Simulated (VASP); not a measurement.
# SnO2 (Pbcn) in VASP: further runs

The runs below take SnO2 through single point, with PBE.

Program: VASP 6.6.1. These are calculated values, not measurements. Logs are shortened: lines on timing, memory, paths and dates and some standing lists are left out, and cuts for length are marked.

### Step 1. The cell of the first run

It takes space group Pbcn (No. 60, orthorhombic). Conventional cell: a = 5.008 Å, b = 5.968 Å, c = 5.547 Å, α = 90.00°, β = 90.00°, γ = 90.00°. Sn (site symmetry 2) has 6 O at 2.14 to 2.21 Å within 2.8 Å. Within 2.8 Å of O (site symmetry 1) lie 3 Sn at 2.14 to 2.21 Å and 1 O at 2.77 Å.

### Step 2. Single point, PBE (13.81 Å³/atom)

INCAR reads:

```
SYSTEM = SnO2
  PREC = Accurate
  ENCUT = 520
  EDIFF = 1E-7
  ISMEAR = 0
  SIGMA = 0.05
  LREAL = .FALSE.
  LASPH = .TRUE.
  NELM = 60
  ALGO = Normal
  ISIF = 2
  LWAVE = .FALSE.
  LCHARG = .FALSE.
  GGA = PE
  NBANDS = 64
```

KPOINTS reads:

```
Automatic mesh
0
G
  6 6 6
  0 0 0
```

POSCAR reads:

```
SnO2
1.0
    5.0080269761      0.0000000000      0.0000000000
    0.0000000000      5.9677248263      0.0000000000
    0.0000000000      0.0000000000      5.5465795830
Sn O
4 8
Direct
    0.5000000000      0.6651654903      0.7500000000
    0.0000000000      0.8348345097      0.2500000000
    0.5000000000      0.3348345097      0.2500000000
    0.0000000000      0.1651654903      0.7500000000
    0.7301204269      0.6070551965      0.0781681516
    0.2301204269      0.8929448035      0.9218318484
    0.7698795731      0.8929448035      0.5781681516
    0.2698795731      0.6070551965      0.4218318484
    0.7301204269      0.3929448035      0.5781681516
    0.2301204269      0.1070551965      0.4218318484
    0.7698795731      0.1070551965      0.0781681516
    0.2698795731      0.3929448035      0.9218318484
```

Potentials or basis: VASP PAW PBE potentials, release 64 (Sn_d, O).

Launch:

```bash
> cat potpaw_PBE.64/Sn_d/POTCAR potpaw_PBE.64/O/POTCAR > POTCAR
> mpirun -np 1 vasp_std > vasp.out
```

OUTCAR:

```text
SYSTEM = SnO2
   PREC = Accurate
   ENCUT = 520
   EDIFF = 1E-7
   ISMEAR = 0
   LREAL = .FALSE.
   LASPH = .TRUE.
   NELM = 60
   ISIF = 2
   GGA = PE

 ion  position               nearest neighbor table
   1  0.500  0.665  0.750-   6 2.14   7 2.14   5 2.18   8 2.18   9 2.21  12 2.21   3 3.40   3 3.40

   2  0.000  0.835  0.250-   5 2.14   8 2.14   7 2.18   6 2.18  10 2.21  11 2.21   4 3.40   4 3.40

   3  0.500  0.335  0.250-  10 2.14  11 2.14   9 2.18  12 2.18   5 2.21   8 2.21   1 3.40   1 3.40

   4  0.000  0.165  0.750-   9 2.14  12 2.14  11 2.18  10 2.18   6 2.21   7 2.21   2 3.40   2 3.40

   5  0.730  0.607  0.078-   2 2.14   1 2.18   3 2.21
   6  0.230  0.893  0.922-   1 2.14   2 2.18   4 2.21
   7  0.770  0.893  0.578-   1 2.14   2 2.18   4 2.21
   8  0.270  0.607  0.422-   2 2.14   1 2.18   3 2.21
   9  0.730  0.393  0.578-   4 2.14   3 2.18   1 2.21
  10  0.230  0.107  0.422-   3 2.14   4 2.18   2 2.21
  11  0.770  0.107  0.078-   3 2.14   4 2.18   2 2.21
  12  0.270  0.393  0.922-   4 2.14   3 2.18   1 2.21

  LATTYP: Found a simple orthorhombic cell.
 ALAT       =     5.0080269761
 B/A-ratio  =     1.1075378806
 C/A-ratio  =     1.1916319251

  Lattice vectors:

 A1 = (  -5.0080269761,   0.0000000000,   0.0000000000)
 A2 = (   0.0000000000,   0.0000000000,   5.5465795830)
 A3 = (   0.0000000000,   5.9677248263,   0.0000000000)

Analysis of symmetry for initial positions (statically):
=====================================================================
 Subroutine PRICEL returns:
 Original cell was already a primitive cell.

 Routine SETGRP: Setting up the symmetry group for a
 simple orthorhombic supercell.

 Subroutine GETGRP returns: Found  8 space group operations
 (whereof  2 operations were pure point group operations)
 out of a pool of  8 trial point group operations.

The static configuration has the point symmetry S_2 .
 The point group associated with its full space group is D_2h.

Analysis of symmetry for dynamics (positions and initial velocities):
=====================================================================
 Subroutine PRICEL returns:
 Original cell was already a primitive cell.

 Routine SETGRP: Setting up the symmetry group for a
 simple orthorhombic supercell.

 Subroutine GETGRP returns: Found  8 space group operations
 (whereof  2 operations were pure point group operations)
 out of a pool of  8 trial point group operations.

The dynamic configuration has the point symmetry S_2 .
 The point group associated with its full space group is D_2h.

 Subroutine INISYM returns: Found  8 space group operations
 (whereof  2 operations are pure point group operations),
 and found     1 'primitive' translations

----------------------------------------------------------------------------------------

                                     Primitive cell

  volume of cell :     165.7680

  direct lattice vectors                    reciprocal lattice vectors
     5.008026976  0.000000000  0.000000000     0.199679436  0.000000000  0.000000000
     0.000000000  5.967724826  0.000000000     0.000000000  0.167568048  0.000000000
     0.000000000  0.000000000  5.546579583     0.000000000  0.000000000  0.180291292

  length of vectors
     5.008026976  5.967724826  5.546579583     0.199679436  0.167568048  0.180291292

  position of ions in fractional coordinates (direct lattice)
     0.500000000  0.665165490  0.750000000
     0.000000000  0.834834510  0.250000000
     0.500000000  0.334834510  0.250000000
     0.000000000  0.165165490  0.750000000
     0.730120427  0.607055196  0.078168152
     0.230120427  0.892944804  0.921831848
     0.769879573  0.892944804  0.578168152
     0.269879573  0.607055196  0.421831848
     0.730120427  0.392944804  0.578168152
     0.230120427  0.107055196  0.421831848
     0.769879573  0.107055196  0.078168152
     0.269879573  0.392944804  0.921831848

  ion indices of the primitive-cell ions
   primitive index   ion index
                 1           1
                 2           2
                 3           3
                 4           4
                 5           5
                 6           6
                 7           7
                 8           8
                 9           9
                10          10
                11          11
                12          12

----------------------------------------------------------------------------------------

 KPOINTS: Automatic mesh

Automatic generation of k-mesh.
 Grid dimensions read from file:
 generate k-points for:    6    6    6

 Generating k-lattice:

  Cartesian coordinates                     Fractional coordinates (reciprocal lattice)
     0.033279906  0.000000000  0.000000000     0.166666667  0.000000000  0.000000000
     0.000000000  0.027928008  0.000000000     0.000000000  0.166666667  0.000000000
     0.000000000  0.000000000  0.030048549     0.000000000  0.000000000  0.166666667

  Length of vectors
     0.033279906  0.027928008  0.030048549

  Shift w.r.t. Gamma in fractional coordinates (k-lattice)
     0.000000000  0.000000000  0.000000000

 Subroutine IBZKPT returns following result:
 ===========================================

 Found     64 irreducible k-points:

 Following reciprocal coordinates:
            Coordinates               Weight
  0.000000  0.000000  0.000000      1.000000
  0.166667  0.000000  0.000000      2.000000
  0.333333  0.000000  0.000000      2.000000
  0.500000  0.000000  0.000000      1.000000
  0.000000  0.166667  0.000000      2.000000
  0.166667  0.166667  0.000000      4.000000
[... 16 lines left out ...]
  0.333333  0.166667  0.166667      8.000000
  0.500000  0.166667  0.166667      4.000000
 [... further k-points ...]
   k-points           NKPTS =     64   k-points in BZ     NKDIM =     64   number of bands    NBANDS=     64
   number of dos      NEDOS =    301   number of ions     NIONS =     12
   total plane-waves  NPLWV =  80640
   dimension x,y,z NGX =    40 NGY =   48 NGZ =   42
   dimension x,y,z NGXF=    80 NGYF=   96 NGZF=   84
   ions per type =               4   8
   NGX,Y,Z   is equivalent  to a cutoff of  13.28, 13.37, 12.59 a.u.
   NGXF,Y,Z  is equivalent  to a cutoff of  26.56, 26.74, 25.18 a.u.
 SYSTEM =  SnO2
   PREC   = accura    normal or accurate (medium, high low for compatibility)
   ISTART =      0    job   : 0-new  1-cont  2-samecut
   ICHARG =      2    charge: 1-file 2-atom 10-const
   ISPIN  =      1    spin polarized calculation?
   LNONCOLLINEAR =      F non collinear calculations
   LSORBIT =      F    spin-orbit coupling
   LASPH  =      T    aspherical Exc in radial PAW
   ENCUT  =  520.0 eV  38.22 Ry    6.18 a.u.   9.31 11.10 10.31*2*pi/ulx,y,z
   NELM   =     60;   NELMIN=  2; NELMDL= -5     # of ELM steps
   EDIFF  = 0.1E-06   stopping-criterion for ELM
   LREAL  =      F    real-space projection
   EDIFFG = 0.1E-05   stopping-criterion for IOM
   NSW    =      0    number of steps for IOM
   IBRION =     -1    ionic relax: 0-MD 1-quasi-New 2-CG
   NFREE  =      0    steps in history (QN), initial steepest desc. (CG)
   ISIF   =      2    stress and relaxation
   ISYM   =      2    0-nonsym 1-usesym 2-fastsym
   POTIM  = 0.5000    time-step for ionic-motion
   TEBEG  =    0.0;   TEEND  =   0.0 temperature during run
   PSTRESS=    0.0 pullay stress
   NELECT =     104.0000    total number of electrons
   NUPDOWN=      -1.0000    fix difference up-down
   EMIN   =  10.00;   EMAX   =-10.00  energy-range for DOS
   EFERMI =   0.00;   METHOD = LEGACY
   ISMEAR =     0;   SIGMA  =   0.05  broadening in eV -4-tet -1-fermi 0-gaus
   EFERMI_NEDOS =   21; number of points for ismear=-14 and -15
   IALGO  =     38    algorithm
   IMIX   =      4    mixing-type and parameters
     AMIX     =   0.40;   BMIX     =  1.00
     AMIX_MAG =   1.60;   BMIX_MAG =  1.00
  volume/ion in A,a.u.               =      13.81        93.22
  Fermi-wavevector in a.u.,A,eV,Ry     =   1.401476  2.648406 26.723684  1.964135
  Thomas-Fermi vector in A             =   2.524334
   LORBIT       =      0    0 simple, 1 ext, 2 COOP (PROOUT), +10 PAW based schemes
   GGA     = PE    functional components
   LHFCALC =     F    Hartree Fock is set to
   AEXX    =    0.0000 exact exchange contribution
   IVDW    =     0    specifies the selected vdW correction
   LEPSILON=     F    determine dielectric tensor
   LRPA    =     F    only Hartree local field effects (RPA)
 non-spin polarized calculation
 Gauss-broadening in eV      SIGMA  =   0.05
  energy-cutoff  :      520.00
  volume of cell :      165.77
 maximum number of plane-waves:      4496
 NGX is ok and might be reduce to    40
   NGX = 19   NGY = 23   NGZ = 21

 number of electron     104.0000017 magnetization

 Free energy of the ion-electron system (eV)
  ---------------------------------------------------
  ext. energy  EPLUGINS =         0.00000000
  ---------------------------------------------------
  free energy    TOTEN  =       -73.48404315 eV

  energy without entropy =      -73.48340030  energy(sigma->0) =      -73.48372173

 E-fermi :   4.3066     XC(G=0): -10.5328

 val. band max:        4.2691417357   @ k =   0.3333   0.0000   0.0000
 cond. band min:       4.9082161325   @ k =   0.0000   0.1667   0.0000
 fundamental gap:      0.6390743968
 Fermi energy:         4.3066262342

 k-point     1 :       0.0000    0.0000    0.0000
  band No.  band energies     occupation
      1     -16.3549      2.00000
      2     -16.2821      2.00000
      3     -16.2382      2.00000
      4     -16.0393      2.00000
      5     -15.9978      2.00000
      6     -15.9266      2.00000
[... 56 lines left out ...]
     63      13.6841      0.00000
     64      13.9515      0.00000

 k-point     2 :       0.1667    0.0000    0.0000
  band No.  band energies     occupation
      1     -16.3520      2.00000
      2     -16.2418      2.00000
      3     -16.2262      2.00000
      4     -16.0521      2.00000
      5     -16.0494      2.00000
      6     -15.9282      2.00000
[... 1530 lines left out ...]
     63      13.6765      0.00000
     64      13.6765      0.00000

 [... further k-points ...]

------------------------ aborting loop because EDIFF is reached ----------------------------------------

  FORCE on cell =-STRESS in cart. coord.  units (eV):
  Direction    XX          YY          ZZ          XY          YZ          ZX
  --------------------------------------------------------------------------------------
  -------------------------------------------------------------------------------------
  Total      -15.9634485    -13.4968916    -17.8559904      0.0000000      0.0000000     -0.0000000
  in kB     -154.2895815   -130.4498683   -172.5813366      0.0000000      0.0000000     -0.0000000
  external PRESSURE =    -152.4402621 kB  Pullay stress =       0.0000000 kB

 VOLUME and BASIS-vectors are now :
 -----------------------------------------------------------------------------
  energy-cutoff  :      520.00
  volume of cell :      165.77
      direct lattice vectors                 reciprocal lattice vectors
     5.008026976  0.000000000  0.000000000     0.199679436  0.000000000  0.000000000
     0.000000000  5.967724826  0.000000000     0.000000000  0.167568048  0.000000000
     0.000000000  0.000000000  5.546579583     0.000000000  0.000000000  0.180291292

 POSITION                                       TOTAL-FORCE (eV/Angst)
 -----------------------------------------------------------------------------------
      2.50401      3.96952      4.15993        -0.000000     -0.226978      0.000000
      0.00000      4.98206      1.38664        -0.000000      0.226978      0.000000
      2.50401      1.99820      1.38664        -0.000000      0.226978      0.000000
      0.00000      0.98566      4.15993        -0.000000     -0.226978      0.000000
      3.65646      3.62274      0.43357        -0.271470      0.050007     -0.039693
      1.15245      5.32885      5.11301        -0.271470     -0.050007      0.039693
      3.85558      5.32885      3.20686         0.271470     -0.050007     -0.039693
      1.35156      3.62274      2.33972         0.271470      0.050007      0.039693
      3.65646      2.34499      3.20686        -0.271470     -0.050007     -0.039693
      1.15245      0.63888      2.33972        -0.271470      0.050007      0.039693
      3.85558      0.63888      0.43357         0.271470      0.050007     -0.039693
      1.35156      2.34499      5.11301         0.271470     -0.050007      0.039693
 -----------------------------------------------------------------------------------
    total drift:                               -0.000000     -0.000000      0.000000

  FREE ENERGIE OF THE ION-ELECTRON SYSTEM (eV)
  ---------------------------------------------------
  free  energy   TOTEN  =       -73.4840431529 eV

  energy  without entropy=      -73.4834003023  energy(sigma->0) =      -73.48372173
```

It took 6.2 min on 1 thread of AMD EPYC 9R45 (Zen 5), shared host; peak memory 0.56 GiB.

What came out:

- Free energy: -73.4840 eV
- Pressure: -15.2 GPa
- Largest force: 0.279 eV/Å
- Band gap on the k mesh: zero (bands 52 and 53 overlap by 0.01 eV)

Forces on the atoms (eV/Å):
```
Sn   0.000 -0.227  0.000
Sn   0.000  0.227  0.000
Sn   0.000  0.227  0.000
Sn   0.000 -0.227  0.000
O   -0.271  0.050 -0.040
O   -0.271 -0.050  0.040
O    0.271 -0.050 -0.040
O    0.271  0.050  0.040
O   -0.271 -0.050 -0.040
O   -0.271  0.050  0.040
O    0.271  0.050 -0.040
O    0.271 -0.050  0.040
```

Stress tensor (GPa, compression positive):
```
-15.43   0.00   0.00
  0.00 -13.04   0.00
  0.00   0.00 -17.26
```

Levels at points of the mesh, in eV from the Fermi level:
```tsv
k point	band 49	band 50	band 51	band 52	band 53	band 54	band 55	band 56
(0.00, 0.00, 0.00)	-0.50	-0.18	-0.14	-0.06	-0.05	4.47	4.60	5.38
(0.50, 0.00, 0.00)	-0.24	-0.24	-0.08	-0.08	3.02	3.02	3.73	3.73
(0.00, 0.50, 0.00)	-0.82	-0.82	-0.15	-0.15	2.57	2.57	5.18	5.18
(0.50, 0.50, 0.00)	-0.60	-0.60	-0.22	-0.22	3.38	3.38	4.44	4.44
(0.00, 0.00, 0.50)	-0.29	-0.29	-0.18	-0.18	2.88	2.88	4.63	4.63
(0.50, 0.00, 0.50)	-0.22	-0.22	-0.22	-0.22	3.47	3.47	3.47	3.47
(0.00, 0.50, 0.50)	-0.33	-0.33	-0.33	-0.33	3.91	3.91	3.91	3.91
(0.50, 0.50, 0.50)	-0.36	-0.36	-0.36	-0.36	3.85	3.85	3.85	3.85
```

Caveat: the cell stands under tension; semilocal functionals underestimate gaps, so a narrow gap can read as zero; spin-orbit coupling is left out, which moves the levels of the heavy elements.

[end of part 1 of 2]
